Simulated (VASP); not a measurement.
Set up this calculation in VASP 6.6.1, as the native input.

| Quantity | Value |
| --- | --- |
| Task | single point |
| Functional | PBE |
| Potentials or basis | VASP PAW PBE potentials, release 64 (Li_sv, F) |
| Cutoff | 520 eV |
| k mesh | 6 × 6 × 4 |
| Occupations | gaussian, width 0.1 eV |
| Spin | no spin polarisation |
| Dipole correction | no |
| Further INCAR settings | ALGO = Normal; EDIFF = 1e-07; NBANDS = 22 |

The structure of Li2F3 lies in POSCAR:

```
Li2F3
1.0
    3.7202385807      0.0000000000      0.0000000000
   -1.8601192904      3.2218211190      0.0000000000
    0.0000000000      0.0000000000      4.4918450054
Li F
2 3
Direct
    0.3333333333      0.6666666667      0.1380000000
    0.6666666667      0.3333333333      0.8620000000
    0.0000000000      0.0000000000      0.0000000000
    0.3333333333      0.6666666667      0.6250000000
    0.6666666667      0.3333333333      0.3750000000
```

The input as run:

INCAR

```
SYSTEM = Li2F3
ALGO = Normal ; EDIFF = 1E-7
ENCUT = 520 ; GGA = PE
ISIF = 2 ; ISMEAR = 0
LASPH = .TRUE. ; LCHARG = .FALSE.
LREAL = .FALSE. ; LWAVE = .FALSE.
NBANDS = 22 ; NELM = 60
PREC = Accurate ; SIGMA = 0.1
```

KPOINTS

```
k-points
0
G
  6 6 4
  0 0 0
```

Potentials or basis: VASP PAW PBE potentials, release 64 (Li_sv, F).

Run with:

```bash
$ cat potpaw_PBE.64/Li_sv/POTCAR potpaw_PBE.64/F/POTCAR > POTCAR
$ mpirun -np 1 vasp_std > vasp.out
```

Results of the run:

The largest force is 1.121 eV/Å.

Caveat: an odd number of electrons without spin polarisation forces a metal; a magnetic or distorted state may lie lower.

It took 19 s on 1 thread of AMD EPYC 9R45 96-Core Processor (Zen 5), with other jobs on the host, peak memory 0.14 GiB.
